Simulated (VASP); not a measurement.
Na: electric field gradients with PBEsol

Crystal: Na.

```xyz
1
Lattice="-2.1104 2.1104 2.1104 2.1104 -2.1104 2.1104 2.1104 2.1104 -2.1104" Properties=species:S:1:pos:R:3 pbc="T T T"
Na    0.0000    0.0000    0.0000
```

This cell differs from its parent crystal: volume scaled by 0.99.

```json
{"Program": "VASP 6.6.1", "Task": "electric field gradients", "Functional": "PBEsol", "Potentials or basis": "VASP PAW PBE potentials, release 64 (Na_pv)", "Cutoff": "520 eV", "k mesh": "11 × 11 × 11", "Occupations": "fermi-dirac, width 0.03 eV", "Spin": "no spin polarisation", "Dipole correction": "no", "Further INCAR settings": "ALGO = Normal; EDIFF = 1e-08; NBANDS = 10"}
```

- Pressure: -0.3 GPa

Levels at points of the mesh, in eV from the Fermi level:
```
           k point  band 1  band 2  band 3  band 4  band 5  band 6  band 7  band 8
(0.00, 0.00, 0.00)  -24.81  -24.81  -24.81   -3.26   11.63   11.63   11.63   12.63
```

Wall time 13 s on 1 thread of Intel Xeon 6975P-C, on a shared host, peak memory 0.15 GiB.

Caveat: without QUAD_EFG the Cq values of the log hold for a quadrupole moment of 1 mb, not for the nuclei; the PAW data sets were made with another functional, which shifts forces and pressure a little.
